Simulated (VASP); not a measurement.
# Ge (I4_1/amd) in VASP: a series of runs

The runs below take Ge through single point, relaxation of cell and atoms, relaxation of shape and atoms at fixed volume, with PBE.

Everything below comes from runs of VASP 6.6.1. Logs are shortened: lines on timing, memory, paths and dates and some standing lists are left out, and cuts for length are marked.

## 1. The cell of the first run

The structure is tetragonal, space group I4_1/amd (No. 141). The conventional cell has a = 5.207 Å, b = 5.207 Å, c = 2.846 Å, α = 90.00°, β = 90.00°, γ = 90.00°. Ge (site symmetry -4m2) has 10 Ge at 2.70 to 3.37 Å within 3.6 Å.

## 2. Single point, PBE

File INCAR:

```
PREC     = Accurate       # precision mode
ENCUT    = 520            # plane-wave cutoff, eV
EDIFF    = 1E-7           # SCF threshold, eV
ISMEAR   = 0              # smearing method
SIGMA    = 0.1            # smearing width, eV
LREAL    = False          # projectors in reciprocal space
LASPH    = True           # aspherical terms in the spheres
NELM     = 100            # most SCF steps
ALGO     = Normal         # electronic algorithm
ISIF     = 2              # what is computed and relaxed
LWAVE    = False          # write WAVECAR
LCHARG   = False          # write CHGCAR
GGA      = PE             # functional
NBANDS   = 21             # bands
```

File KPOINTS:

```
Automatic mesh
0
Gamma
  16 16 16
```

File POSCAR:

```
Ge
1.0
   -2.6033005382      2.6033005382      1.4232407679
    2.6033005382     -2.6033005382      1.4232407679
    2.6033005382      2.6033005382     -1.4232407679
Ge
2
Direct
    0.2500000000      0.7500000000      0.5000000000
    0.5000000000      0.5000000000      0.0000000000
```

Potentials or basis: VASP PAW PBE potentials, release 64 (Ge_d).

Started as:

```
$ cat potpaw_PBE.64/Ge_d/POTCAR > POTCAR
$ mpirun -np 1 vasp_std > vasp.out
```

OUTCAR:

```text
PREC = Accurate
   ENCUT = 520
   EDIFF = 1E-7
   ISMEAR = 0
   LREAL = False
   LASPH = True
   NELM = 100
   ISIF = 2
   GGA = PE

 ion  position               nearest neighbor table
   1  0.250  0.750  0.500-   2 2.70   2 2.70   2 2.70   2 2.70
   2  0.500  0.500  0.000-   1 2.70   1 2.70   1 2.70   1 2.70

  LATTYP: Found a body centered tetragonal cell.
 ALAT       =     5.2066010764
 C/A-ratio  =     0.5467062857

  Lattice vectors:

 A1 = (  -2.6033005382,   2.6033005382,   1.4232407679)
 A2 = (   2.6033005382,  -2.6033005382,   1.4232407679)
 A3 = (   2.6033005382,   2.6033005382,  -1.4232407679)

Analysis of symmetry for initial positions (statically):
=====================================================================
 Subroutine PRICEL returns:
 Original cell was already a primitive cell.

 Routine SETGRP: Setting up the symmetry group for a
 body centered tetragonal supercell.

 Subroutine GETGRP returns: Found 16 space group operations
 (whereof  8 operations were pure point group operations)
 out of a pool of 16 trial point group operations.

The static configuration has the point symmetry D_2d.
 The point group associated with its full space group is D_4h.

Analysis of symmetry for dynamics (positions and initial velocities):
=====================================================================
 Subroutine PRICEL returns:
 Original cell was already a primitive cell.

 Routine SETGRP: Setting up the symmetry group for a
 body centered tetragonal supercell.

 Subroutine GETGRP returns: Found 16 space group operations
 (whereof  8 operations were pure point group operations)
 out of a pool of 16 trial point group operations.

The dynamic configuration has the point symmetry D_2d.
 The point group associated with its full space group is D_4h.

 Subroutine INISYM returns: Found 16 space group operations
 (whereof  8 operations are pure point group operations),
 and found     1 'primitive' translations

----------------------------------------------------------------------------------------

                                     Primitive cell

  volume of cell :      38.5822

  direct lattice vectors                    reciprocal lattice vectors
    -2.603300538  2.603300538  1.423240768     0.000000000  0.192063879  0.351310903
     2.603300538 -2.603300538  1.423240768     0.192063879  0.000000000  0.351310903
     2.603300538  2.603300538 -1.423240768     0.192063879  0.192063879  0.000000000

  length of vectors
     3.947146016  3.947146016  3.947146016     0.400384671  0.400384671  0.271619343

  position of ions in fractional coordinates (direct lattice)
     0.250000000  0.750000000  0.500000000
     0.500000000  0.500000000  0.000000000

  ion indices of the primitive-cell ions
   primitive index   ion index
                 1           1
                 2           2

----------------------------------------------------------------------------------------

 KPOINTS: Automatic mesh

Automatic generation of k-mesh.
 Grid dimensions read from file:
 generate k-points for:   16   16   16

 Generating k-lattice:

  Cartesian coordinates                     Fractional coordinates (reciprocal lattice)
     0.000000000  0.012003992  0.021956931     0.062500000  0.000000000 -0.000000000
     0.012003992  0.000000000  0.021956931     0.000000000  0.062500000 -0.000000000
     0.012003992  0.012003992  0.000000000     0.000000000  0.000000000  0.062500000

  Length of vectors
     0.025024042  0.025024042  0.016976209

  Shift w.r.t. Gamma in fractional coordinates (k-lattice)
     0.000000000  0.000000000  0.000000000

 Subroutine IBZKPT returns following result:
 ===========================================

 Found    349 irreducible k-points:

 Following reciprocal coordinates:
            Coordinates               Weight
  0.000000  0.000000  0.000000      1.000000
  0.062500 -0.000000  0.000000      8.000000
  0.125000 -0.000000  0.000000      8.000000
  0.187500  0.000000  0.000000      8.000000
  0.250000 -0.000000  0.000000      8.000000
  0.312500 -0.000000  0.000000      8.000000
[... 16 lines left out ...]
 -0.125000  0.062500 -0.000000     16.000000
 -0.062500  0.062500  0.000000      4.000000
 [... further k-points ...]
   k-points           NKPTS =    349   k-points in BZ     NKDIM =    349   number of bands    NBANDS=     21
   number of dos      NEDOS =    301   number of ions     NIONS =      2
   total plane-waves  NPLWV =  27000
   dimension x,y,z NGX =    30 NGY =   30 NGZ =   30
   dimension x,y,z NGXF=    60 NGYF=   60 NGZF=   60
   ions per type =               2
   NGX,Y,Z   is equivalent  to a cutoff of  12.64, 12.64, 12.64 a.u.
   NGXF,Y,Z  is equivalent  to a cutoff of  25.27, 25.27, 25.27 a.u.
 SYSTEM =  unknown system
   PREC   = accura    normal or accurate (medium, high low for compatibility)
   ISTART =      0    job   : 0-new  1-cont  2-samecut
   ICHARG =      2    charge: 1-file 2-atom 10-const
   ISPIN  =      1    spin polarized calculation?
   LNONCOLLINEAR =      F non collinear calculations
   LSORBIT =      F    spin-orbit coupling
   LASPH  =      T    aspherical Exc in radial PAW
   ENCUT  =  520.0 eV  38.22 Ry    6.18 a.u.   7.34  7.34  7.34*2*pi/ulx,y,z
   NELM   =    100;   NELMIN=  2; NELMDL= -5     # of ELM steps
   EDIFF  = 0.1E-06   stopping-criterion for ELM
   LREAL  =      F    real-space projection
   EDIFFG = 0.1E-05   stopping-criterion for IOM
   NSW    =      0    number of steps for IOM
   IBRION =     -1    ionic relax: 0-MD 1-quasi-New 2-CG
   NFREE  =      0    steps in history (QN), initial steepest desc. (CG)
   ISIF   =      2    stress and relaxation
   ISYM   =      2    0-nonsym 1-usesym 2-fastsym
   POTIM  = 0.5000    time-step for ionic-motion
   TEBEG  =    0.0;   TEEND  =   0.0 temperature during run
   PSTRESS=    0.0 pullay stress
   NELECT =      28.0000    total number of electrons
   NUPDOWN=      -1.0000    fix difference up-down
   EMIN   =  10.00;   EMAX   =-10.00  energy-range for DOS
   EFERMI =   0.00;   METHOD = LEGACY
   ISMEAR =     0;   SIGMA  =   0.10  broadening in eV -4-tet -1-fermi 0-gaus
   EFERMI_NEDOS =   21; number of points for ismear=-14 and -15
   IALGO  =     38    algorithm
   IMIX   =      4    mixing-type and parameters
     AMIX     =   0.40;   BMIX     =  1.00
     AMIX_MAG =   1.60;   BMIX_MAG =  1.00
  volume/ion in A,a.u.               =      19.29       130.18
  Fermi-wavevector in a.u.,A,eV,Ry     =   1.471178  2.780123 29.447964  2.164364
  Thomas-Fermi vector in A             =   2.586345
   LORBIT       =      0    0 simple, 1 ext, 2 COOP (PROOUT), +10 PAW based schemes
   GGA     = PE    functional components
   LHFCALC =     F    Hartree Fock is set to
   AEXX    =    0.0000 exact exchange contribution
   IVDW    =     0    specifies the selected vdW correction
   LEPSILON=     F    determine dielectric tensor
   LRPA    =     F    only Hartree local field effects (RPA)
 non-spin polarized calculation
 Gauss-broadening in eV      SIGMA  =   0.10
  energy-cutoff  :      520.00
  volume of cell :       38.58
 maximum number of plane-waves:      1065
 NGX is ok and might be reduce to    30
   NGX = 15   NGY = 15   NGZ = 15

 number of electron      28.0000012 magnetization

 Free energy of the ion-electron system (eV)
  ---------------------------------------------------
  ext. energy  EPLUGINS =         0.00000000
  ---------------------------------------------------
  free energy    TOTEN  =        -8.57929733 eV

  energy without entropy =       -8.57572043  energy(sigma->0) =       -8.57750888

 E-fermi :   6.3865     XC(G=0): -11.1161

 val. band max:        6.3702676492   @ k =   0.1875   0.1250   0.0000
 cond. band min:       6.3875552649   @ k =  -0.2500   0.3125   0.1875
 fundamental gap:      0.0172876157
 Fermi energy:         6.3865391888

 k-point     1 :       0.0000    0.0000    0.0000
  band No.  band energies     occupation
      1     -18.3628      2.00000
      2     -18.3225      2.00000
      3     -18.2934      2.00000
      4     -18.2925      2.00000
      5     -18.2039      2.00000
      6     -18.2039      2.00000
[... 13 lines left out ...]
     20      17.7861      0.00000
     21      18.7145      0.00000

 k-point     2 :       0.0625   -0.0000    0.0000
  band No.  band energies     occupation
      1     -18.3615      2.00000
      2     -18.3180      2.00000
      3     -18.2916      2.00000
      4     -18.2871      2.00000
      5     -18.2076      2.00000
      6     -18.2072      2.00000
[... 13 lines left out ...]
     20      17.8214      0.00000
     21      18.8552      0.00000

 k-point     3 :       0.1250   -0.0000    0.0000
  band No.  band energies     occupation
      1     -18.3575      2.00000
      2     -18.3056      2.00000
      3     -18.2866      2.00000
      4     -18.2728      2.00000
      5     -18.2159      2.00000
      6     -18.2123      2.00000
[... 13 lines left out ...]
     20      17.0466      0.00000
     21      17.5514      0.00000

 k-point     4 :       0.1875    0.0000    0.0000
  band No.  band energies     occupation
      1     -18.3508      2.00000
      2     -18.2889      2.00000
      3     -18.2792      2.00000
      4     -18.2566      2.00000
      5     -18.2264      2.00000
      6     -18.2128      2.00000
[... 13 lines left out ...]
     20      15.9405      0.00000
     21      16.8837      0.00000

 k-point     5 :       0.2500   -0.0000    0.0000
  band No.  band energies     occupation
      1     -18.3429      2.00000
      2     -18.2742      2.00000
      3     -18.2713      2.00000
      4     -18.2498      2.00000
      5     -18.2365      2.00000
      6     -18.2119      2.00000
[... 13 lines left out ...]
     20      15.0652      0.00000
     21      16.9690      0.00000
[... 382 lines left out ...]
     20      16.3053      0.00000
     21      16.7971      0.00000

 k-point    22 :      -0.1875    0.0625    0.0000
  band No.  band energies     occupation
      1     -18.3525      2.00000
      2     -18.3070      2.00000
      3     -18.2822      2.00000
      4     -18.2773      2.00000
      5     -18.2154      2.00000
      6     -18.2082      2.00000
[... 13 lines left out ...]
     20      17.2094      0.00000
     21      17.6002      0.00000

 k-point    23 :      -0.1250    0.0625   -0.0000
  band No.  band energies     occupation
      1     -18.3579      2.00000
      2     -18.3188      2.00000
      3     -18.2898      2.00000
      4     -18.2883      2.00000
      5     -18.2082      2.00000
      6     -18.2049      2.00000
[... 13 lines left out ...]
     20      18.0520      0.00000
     21      18.7095      0.00000

 k-point    24 :      -0.0625    0.0625    0.0000
  band No.  band energies     occupation
      1     -18.3610      2.00000
      2     -18.3229      2.00000
      3     -18.2938      2.00000
      4     -18.2917      2.00000
      5     -18.2047      2.00000
      6     -18.2028      2.00000
[... 13 lines left out ...]
     20      18.0754      0.00000
     21      18.6628      0.00000

 [... further k-points ...]

------------------------ aborting loop because EDIFF is reached ----------------------------------------

  FORCE on cell =-STRESS in cart. coord.  units (eV):
  Direction    XX          YY          ZZ          XY          YZ          ZX
  --------------------------------------------------------------------------------------
  -------------------------------------------------------------------------------------
  Total        0.0035989      0.0035989      0.0069753      0.0000000      0.0000000      0.0000000
  in kB        0.1494512      0.1494512      0.2896592      0.0000000      0.0000000      0.0000000
  external PRESSURE =       0.1961872 kB  Pullay stress =       0.0000000 kB

 VOLUME and BASIS-vectors are now :
 -----------------------------------------------------------------------------
  energy-cutoff  :      520.00
  volume of cell :       38.58
      direct lattice vectors                 reciprocal lattice vectors
    -2.603300538  2.603300538  1.423240768     0.000000000  0.192063879  0.351310903
     2.603300538 -2.603300538  1.423240768     0.192063879  0.000000000  0.351310903
     2.603300538  2.603300538 -1.423240768     0.192063879  0.192063879  0.000000000

 POSITION                                       TOTAL-FORCE (eV/Angst)
 -----------------------------------------------------------------------------------
      2.60330      0.00000      0.71162         0.000000      0.000000     -0.000000
      0.00000      0.00000      1.42324        -0.000000     -0.000000      0.000000
 -----------------------------------------------------------------------------------
    total drift:                                0.000000     -0.000000      0.000000

  FREE ENERGIE OF THE ION-ELECTRON SYSTEM (eV)
  ---------------------------------------------------
  free  energy   TOTEN  =        -8.5792973301 eV

  energy  without entropy=       -8.5757204291  energy(sigma->0) =       -8.57750888
```

It took 1.7 min on 1 thread of Intel Xeon Platinum 8559C (Emerald Rapids), shared host; peak memory 0.33 GiB.

Results:

| Property | Result |
| --- | --- |
| Free energy | -8.5793 eV |
| Pressure | 0.0 GPa |
| Band gap on the k mesh | zero (band 14 reaches 8.26 eV, above the bottom of band 15 at 3.19 eV) |

(Part 1 of 2 ends here.)
